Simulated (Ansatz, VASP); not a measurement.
# Rh in VASP and in Ansatz

```
Rh
1.0
     0.23859    2.02802    2.02802
     2.02802    0.23859    2.02802
     2.02802    2.02802    0.23859
Rh
1
Direct
  0.00000 0.00000 0.00000
```

Alike in both runs: task single point; functional r2SCAN; k mesh 8 × 8 × 8; occupations gaussian, width 0.15 eV; no spin polarisation.

|  | VASP | Ansatz |
| --- | --- | --- |
| version | VASP 6.6.1 | Ansatz 0.2.0 |
| potentials or method | VASP PAW PBE potentials, release 64 (Rh_sv_GW), cutoff 680 eV | scalar-relativistic, plane waves, PAW |
| valence electrons in the cell | 17 | 17 |

```tsv
	VASP	Ansatz	Ansatz less VASP
gap on the k mesh at the Fermi level (eV)	none	none	-
pressure (GPa)	12.6	12.5	-0.04
traceless stress, the component that is largest in VASP (GPa)	-20.86	-20.85	+0.010
```

VASP's potentials were made for PBE, not for r2SCAN. A gap of «none» marks a metal or a gap that the smearing closes. With one functional, cell and mesh, what is left measures potentials, basis and numerics.

The k mesh is coarse, so the values compare programs but aren't converged.
